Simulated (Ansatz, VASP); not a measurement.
**One calculation of Zr, two programs**

INCAR

```
SYSTEM = Zr
PREC = Accurate
ENCUT = 520
EDIFF = 1E-6
ISMEAR = 0
SIGMA = 0.15
LREAL = .FALSE.
LASPH = .TRUE.
NELM = 80
ALGO = Fast
ISIF = 2
LWAVE = .FALSE.
LCHARG = .FALSE.
GGA = PE
NBANDS = 12
```

The input KPOINTS:

```
regular mesh
0
G
  20 20 20
  0 0 0
```

POSCAR

```
Zr
1.0
    0.1172206222      2.3151072888      2.3151072888
    2.3151072888      0.1172206222      2.3151072888
    2.3151072888      2.3151072888      0.1172206222
Zr
1
Direct
    0.0000000000      0.0000000000      0.0000000000
```

Input for Ansatz:

```yaml
crystal:
  lattice:
    - [0.1172206222, 2.3151072888, 2.3151072888]
    - [2.3151072888, 0.1172206222, 2.3151072888]
    - [2.3151072888, 2.3151072888, 0.1172206222]
  atoms:
    - { symbol: Zr, position: [0.0, 0.0, 0.0] }
basis:
  ecutwfc: 420
kpoints:
  mp_grid: { grid: [20, 20, 20] }
hamiltonian:
  xc: pbe
scf:
  occupations: { method: gaussian, width: 0.15 }
output:
  forces: true
  stress: true
  eigenvalues: true
```

Alike in both runs: task single point; functional PBE; k mesh 20 × 20 × 20; occupations gaussian, width 0.15 eV; no spin polarisation.

```csv
,VASP,Ansatz
version,VASP 6.6.1,Ansatz 0.2.0
potentials or method,"VASP PAW PBE potentials, release 64 (Zr_sv), cutoff 520 eV","scalar-relativistic, plane waves, PAW"
valence electrons in the cell,12,12
```

Ansatz gave:

| Item | Value |
| --- | --- |
| gap on the k mesh at the Fermi level (eV) | none |
| pressure (GPa) | 1.2 |
| traceless stress, the component that is largest in VASP (GPa) | -2.08 |

Q: What did VASP give for the same quantities?

A: gap on the k mesh at the Fermi level (eV): none; pressure (GPa): 1.2; traceless stress, the component that is largest in VASP (GPa): -2.09.

A gap of «none» marks a metal or a gap that the smearing closes.
